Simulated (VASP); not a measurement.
W9C8: single point with PBE

Slab: W9C8, a slab with vacuum.

```
CELL_PARAMETERS angstrom
5.70948 0.00000 0.00000
-2.85474 4.94456 0.00000
0.00000 0.00000 15.20207
ATOMIC_POSITIONS crystal
W 0.00000 0.00000 0.06578
W 0.00605 0.00301 0.25259
W 0.00000 0.50000 0.06578
W 0.00002 0.49999 0.25604
W 0.50000 0.00000 0.06578
W 0.49701 0.00299 0.25259
W 0.50000 0.50000 0.06578
W 0.49700 0.49396 0.25259
W 0.66667 0.83333 0.40456
C 0.33337 0.16664 0.15325
C 0.33333 0.16667 0.33223
C 0.33273 0.66636 0.15441
C 0.33016 0.66508 0.34287
C 0.83365 0.16727 0.15441
C 0.83492 0.16984 0.34286
C 0.83365 0.66635 0.15441
C 0.83491 0.66509 0.34283
```

```yaml
Program: VASP 6.6.1
Task: single point
Functional: PBE
Potentials_or_basis: VASP PAW PBE potentials, release 64 (W_sv, C)
Cutoff: 520 eV
k_mesh: 2 × 2 × 1
Occupations: fermi-dirac, width 0.15 eV
Spin: no spin polarisation
```

The largest force is 0.428 eV/Å and the band gap on the k mesh is zero (band 79 reaches 2.75 eV, above the bottom of band 80 at 2.31 eV).

Forces in eV/Å, atoms in the order of the input:
```
W   -0.148 -0.087 -0.228
W   -0.069 -0.038 -0.026
W    0.001 -0.001  0.428
W   -0.001  0.001  0.052
W    0.151 -0.087 -0.228
W    0.064 -0.037 -0.027
W    0.001  0.172 -0.228
W   -0.001  0.079 -0.026
W    0.002 -0.001  0.121
C   -0.003  0.002 -0.038
C    0.001 -0.001  0.126
C   -0.006 -0.004  0.000
C   -0.047 -0.029  0.023
C    0.000  0.008  0.000
C    0.001  0.055  0.023
C    0.006 -0.004  0.000
C    0.048 -0.028  0.028
```

Levels at points of the mesh, in eV from the Fermi level:
| k point | band 76 | band 77 | band 78 | band 79 | band 80 | band 81 | band 82 | band 83 | band 84 | band 85 |
| --- | --- | --- | --- | --- | --- | --- | --- | --- | --- | --- |
| (0.00, 0.00, 0.00) | 0.09 | 0.15 | 0.15 | 0.19 | 0.24 | 0.24 | 0.95 | 1.42 | 1.42 | 1.80 |
| (0.50, 0.00, 0.00) | -1.33 | -1.02 | -0.80 | -0.70 | -0.25 | 0.55 | 1.02 | 1.09 | 1.17 | 1.35 |
| (0.50, 0.50, 0.00) | -1.33 | -1.02 | -0.80 | -0.70 | -0.25 | 0.55 | 1.02 | 1.09 | 1.17 | 1.35 |

It took 5 min on 1 thread of Intel(R) Xeon(R) Platinum 8488C (Sapphire Rapids) (shared host), peak memory 0.49 GiB.

Caveat: the k points lie up to 0.64 Å⁻¹ apart; spin-orbit coupling is left out, which moves the levels of the heavy elements.
